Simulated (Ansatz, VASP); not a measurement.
**Two plane-wave programs on GaSb**

```xyz
2
Lattice="-1.5192 2.5214 2.8014 1.5192 -2.5214 2.8014 1.5192 2.5214 -2.8014" Properties=species:S:1:pos:R:3 pbc="T T T"
Ga    0.0000    0.0000    0.0000
Sb    0.0000    0.0000    2.8014
```

Change from the starting cell: volume 21.462 Å^3 an atom, stretch along a over the lengths across it, relative to the relaxed cell 0.9736.

Alike in both runs: task single point; functional PBE; k mesh 18 × 18 × 18; occupations gaussian, width 0.15 eV; no spin polarisation.

|  | VASP | Ansatz |
| --- | --- | --- |
| version | VASP 6.6.1 | Ansatz 0.2.0 |
| potentials or method | VASP PAW PBE potentials, release 64 (Ga_d, Sb), cutoff 520 eV | scalar-relativistic, plane waves, PAW |
| valence electrons in the cell | 18 | 28 |

Ansatz gave:

| Quantity | Value |
| --- | --- |
| gap on the k mesh at the Fermi level (eV) | none |
| pressure (GPa) | 7.8 |
| traceless stress, the component that is largest in VASP (GPa) | -1.80 |

**Question.** Estimate VASP's values.

**Answer.** gap on the k mesh at the Fermi level (eV): none; pressure (GPa): 7.9; traceless stress, the component that is largest in VASP (GPa): -1.77.

A gap of «none» marks a metal or a gap that the smearing closes. VASP's potentials hold 18 valence electrons a cell and Ansatz's 28, so a difference there can come from the potentials and not from the codes.

Spin-orbit coupling is off throughout.
